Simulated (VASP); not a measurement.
# WC (dlda) (P-6m2) in VASP: further runs

WC (dlda) is run at these levels: LDA; tasks: single point.

Program: VASP 6.6.1. These are calculated values, not measurements. Logs are shortened: lines on timing, memory, paths and dates and some standing lists are left out, and cuts for length are marked.

**1. The cell of the first run**

It takes space group P-6m2 (No. 187, hexagonal). The conventional cell has a = 2.884 Å, b = 2.884 Å, c = 2.812 Å, α = 90.00°, β = 90.00°, γ = 120.00°. Within 2.9 Å of W (site symmetry -6m2) lie 6 C at 2.18 Å and 8 W at 2.81 to 2.88 Å. Within 2.9 Å of C (site symmetry -6m2) lie 6 W at 2.18 Å and 8 C at 2.81 to 2.88 Å.

**2. Single point, LDA**

Input file INCAR:

```
SYSTEM = WC
PREC = Accurate
ENCUT = 520
EDIFF = 1E-6
ISMEAR = 0
SIGMA = 0.1
LREAL = .False.
LASPH = .True.
NELM = 80
ALGO = Normal
ISIF = 2
LWAVE = .False.
LCHARG = .False.
GGA = CA
NBANDS = 16
```

Input file KPOINTS:

```
regular mesh
0
Gamma
  15 15 12
  0 0 0
```

Input file POSCAR:

```
WC
1.0
    2.8842797635      0.0000000000      0.0000000000
   -1.4421398818      2.4978595469      0.0000000000
    0.0000000000      0.0000000000      2.8121000680
W C
1 1
Direct
    0.0000000000      0.0000000000      0.0000000000
    0.6666666667      0.3333333333      0.5000000000
```

Potentials or basis: VASP PAW LDA potentials, release 64 (W_sv, C).

Launch:

```
$ cat potpaw_LDA.64/W_sv/POTCAR potpaw_LDA.64/C/POTCAR > POTCAR
$ mpirun -np 1 vasp_std > vasp.out
```

OUTCAR:

```text
SYSTEM = WC
   PREC = Accurate
   ENCUT = 520
   EDIFF = 1E-6
   ISMEAR = 0
   LREAL = .False.
   LASPH = .True.
   NELM = 80
   ISIF = 2
   GGA = CA

 ion  position               nearest neighbor table
   1  0.000  0.000  0.000-   2 2.18   2 2.18   2 2.18   2 2.18   2 2.18   2 2.18
   2  0.667  0.333  0.500-   1 2.18   1 2.18   1 2.18   1 2.18   1 2.18   1 2.18

  LATTYP: Found a hexagonal cell.
 ALAT       =     2.8842797635
 C/A-ratio  =     0.9749747939

  Lattice vectors:

 A1 = (   2.8842797635,   0.0000000000,   0.0000000000)
 A2 = (  -1.4421398818,   2.4978595469,   0.0000000000)
 A3 = (   0.0000000000,   0.0000000000,   2.8121000680)

Analysis of symmetry for initial positions (statically):
=====================================================================
 Subroutine PRICEL returns:
 Original cell was already a primitive cell.

 Routine SETGRP: Setting up the symmetry group for a
 hexagonal supercell.

 Subroutine GETGRP returns: Found 12 space group operations
 (whereof 12 operations were pure point group operations)
 out of a pool of 24 trial point group operations.

The static configuration has the point symmetry D_3h.

Analysis of symmetry for dynamics (positions and initial velocities):
=====================================================================
 Subroutine PRICEL returns:
 Original cell was already a primitive cell.

 Routine SETGRP: Setting up the symmetry group for a
 hexagonal supercell.

 Subroutine GETGRP returns: Found 12 space group operations
 (whereof 12 operations were pure point group operations)
 out of a pool of 24 trial point group operations.

The dynamic configuration has the point symmetry D_3h.

 Subroutine INISYM returns: Found 12 space group operations
 (whereof 12 operations are pure point group operations),
 and found     1 'primitive' translations

----------------------------------------------------------------------------------------

                                     Primitive cell

  volume of cell :      20.2598

  direct lattice vectors                    reciprocal lattice vectors
     2.884279763  0.000000000  0.000000000     0.346707006  0.200171383  0.000000000
    -1.442139882  2.497859547  0.000000000     0.000000000  0.400342766  0.000000000
     0.000000000  0.000000000  2.812100068     0.000000000  0.000000000  0.355606122

  length of vectors
     2.884279763  2.884279764  2.812100068     0.400342766  0.400342766  0.355606122
[... 80 lines left out ...]
   NELM   =     80;   NELMIN=  2; NELMDL= -5     # of ELM steps
   EDIFF  = 0.1E-05   stopping-criterion for ELM
   LREAL  =      F    real-space projection
   EDIFFG = 0.1E-04   stopping-criterion for IOM
   NSW    =      0    number of steps for IOM
   IBRION =     -1    ionic relax: 0-MD 1-quasi-New 2-CG
   NFREE  =      0    steps in history (QN), initial steepest desc. (CG)
   ISIF   =      2    stress and relaxation
   ISYM   =      2    0-nonsym 1-usesym 2-fastsym
   POTIM  = 0.5000    time-step for ionic-motion
   TEBEG  =    0.0;   TEEND  =   0.0 temperature during run
   PSTRESS=    0.0 pullay stress
   NELECT =      18.0000    total number of electrons
   NUPDOWN=      -1.0000    fix difference up-down
   EMIN   =  10.00;   EMAX   =-10.00  energy-range for DOS
   EFERMI =   0.00;   METHOD = LEGACY
   ISMEAR =     0;   SIGMA  =   0.10  broadening in eV -4-tet -1-fermi 0-gaus
   EFERMI_NEDOS =   21; number of points for ismear=-14 and -15
   IALGO  =     38    algorithm
   IMIX   =      4    mixing-type and parameters
     AMIX     =   0.40;   BMIX     =  1.00
     AMIX_MAG =   1.60;   BMIX_MAG =  1.00
  volume/ion in A,a.u.               =      10.13        68.36
  Fermi-wavevector in a.u.,A,eV,Ry     =   1.573815  2.974079 33.700173  2.476893
  Thomas-Fermi vector in A             =   2.675043
   LORBIT       =      0    0 simple, 1 ext, 2 COOP (PROOUT), +10 PAW based schemes
   GGA     = CA    functional components
   LHFCALC =     F    Hartree Fock is set to
   AEXX    =    0.0000 exact exchange contribution
   IVDW    =     0    specifies the selected vdW correction
   LEPSILON=     F    determine dielectric tensor
   LRPA    =     F    only Hartree local field effects (RPA)
 non-spin polarized calculation
 Gauss-broadening in eV      SIGMA  =   0.10
  energy-cutoff  :      520.00
  volume of cell :       20.26
 maximum number of plane-waves:       568
 NGX is ok and might be reduce to    24
   NGX = 11   NGY = 11   NGZ = 11

 number of electron      18.0000000 magnetization

 Free energy of the ion-electron system (eV)
  ---------------------------------------------------
  ext. energy  EPLUGINS =         0.00000000
  ---------------------------------------------------
  free energy    TOTEN  =       -24.70088252 eV

  energy without entropy =      -24.69970120  energy(sigma->0) =      -24.70029186

 E-fermi :  11.2974     XC(G=0): -14.1099

 val. band max:       11.2954731312   @ k =   0.1333   0.0000   0.4167
 cond. band min:      11.3347484653   @ k =   0.0667   0.0667   0.3333
 fundamental gap:      0.0392753341
 Fermi energy:        11.2973615937

 k-point     1 :       0.0000    0.0000    0.0000
  band No.  band energies     occupation
      1     -62.1521      2.00000
      2     -26.3932      2.00000
      3     -26.2830      2.00000
      4     -26.2830      2.00000
      5      -3.1239      2.00000
      6       6.8771      2.00000
[... 433 lines left out ...]
      3     -26.6938      2.00000
      4     -26.2590      2.00000
      5       0.8289      2.00000
      6       4.4821      2.00000
[... 8 lines left out ...]
     15      26.1042      0.00000
     16      28.9256      0.00000

 [... further k-points ...]

------------------------ aborting loop because EDIFF is reached ----------------------------------------

  FORCE on cell =-STRESS in cart. coord.  units (eV):
  Direction    XX          YY          ZZ          XY          YZ          ZX
  --------------------------------------------------------------------------------------
  -------------------------------------------------------------------------------------
  Total        0.3033894      0.3033894      0.3655038     -0.0000000     -0.0000000      0.0000000
  in kB       23.9924592     23.9924592     28.9045579     -0.0000000     -0.0000000      0.0000000
  external PRESSURE =      25.6298254 kB  Pullay stress =       0.0000000 kB

 VOLUME and BASIS-vectors are now :
 -----------------------------------------------------------------------------
  energy-cutoff  :      520.00
  volume of cell :       20.26
      direct lattice vectors                 reciprocal lattice vectors
     2.884279763  0.000000000  0.000000000     0.346707006  0.200171383  0.000000000
    -1.442139882  2.497859547  0.000000000     0.000000000  0.400342766  0.000000000
     0.000000000  0.000000000  2.812100068     0.000000000  0.000000000  0.355606122

 POSITION                                       TOTAL-FORCE (eV/Angst)
 -----------------------------------------------------------------------------------
      0.00000      0.00000      0.00000        -0.000000      0.000000      0.000000
      1.44214      0.83262      1.40605         0.000000      0.000000      0.000000
 -----------------------------------------------------------------------------------
    total drift:                                0.000000     -0.000000      0.000000

  FREE ENERGIE OF THE ION-ELECTRON SYSTEM (eV)
  ---------------------------------------------------
  free  energy   TOTEN  =       -24.7008825176 eV

  energy  without entropy=      -24.6997012012  energy(sigma->0) =      -24.70029186
```

Run time: 14 s. Hardware: 1 thread of Intel Xeon 6975P-C (Granite Rapids), shared host; peak memory 0.18 GiB.

Results:

| Item | Value |
| --- | --- |
| Free energy | -24.7009 eV |
| Pressure | 2.6 GPa |
| Band gap on the k mesh | zero (band 9 reaches 11.94 eV, above the bottom of band 10 at 10.69 eV) |

Caveat: spin-orbit coupling is left out, which moves the levels of the heavy elements.

**3. Single point, LDA**

Input file INCAR:

```
ALGO = Normal ; EDIFF = 1E-7
ENCUT = 520 ; GGA = CA
ISIF = 2 ; ISMEAR = -1
LASPH = True ; LCHARG = True
LELF = True ; LREAL = False
LVHAR = True ; LWAVE = False
NBANDS = 16 ; NELM = 100
PREC = Accurate ; SIGMA = 0.15
```

Input file KPOINTS:

```
k-points
0
Gamma
  15 15 12
```

Input file POSCAR:

```
WC
1.0
    2.8849619332      0.0000000000      0.0000000000
   -1.4424809666      2.4984503231      0.0000000000
    0.0000000000      0.0000000000      2.8115739432
W C
1 1
Direct
    0.0000000000      0.0000000000      0.0000000000
    0.6666666667      0.3333333333      0.5000000000
```

Potentials or basis: VASP PAW LDA potentials, release 64 (W_sv, C).

Launch:

```
$ cat potpaw_LDA.64/W_sv/POTCAR potpaw_LDA.64/C/POTCAR > POTCAR
$ mpirun -np 1 vasp_std > vasp.out
```

Wall time 16 s (1 thread of Intel Xeon 6975P-C (Granite Rapids), shared host); peak memory 0.17 GiB.

The run converged. Its results:

| Item | Value |
| --- | --- |
| Free energy | -24.7110 eV |
| Pressure | 2.6 GPa |
| Band gap on the k mesh | zero (band 9 reaches 11.94 eV, above the bottom of band 10 at 10.69 eV) |

Stress tensor (GPa, compression positive):
```
2.42 0.00 0.00
0.00 2.42 0.00
0.00 0.00 2.89
```

Levels at points of the mesh, in eV from the Fermi level:
```
           k point  band 6  band 7  band 8  band 9  band 10  band 11  band 12  band 13
(0.00, 0.00, 0.00)   -4.50   -3.49   -3.49    0.10     3.26     3.26     5.70     5.70
(0.00, 0.00, 0.50)   -8.79   -2.14   -2.14   -0.68    -0.68     3.74     4.51     4.51
```

Caveat: spin-orbit coupling is left out, which moves the levels of the heavy elements.
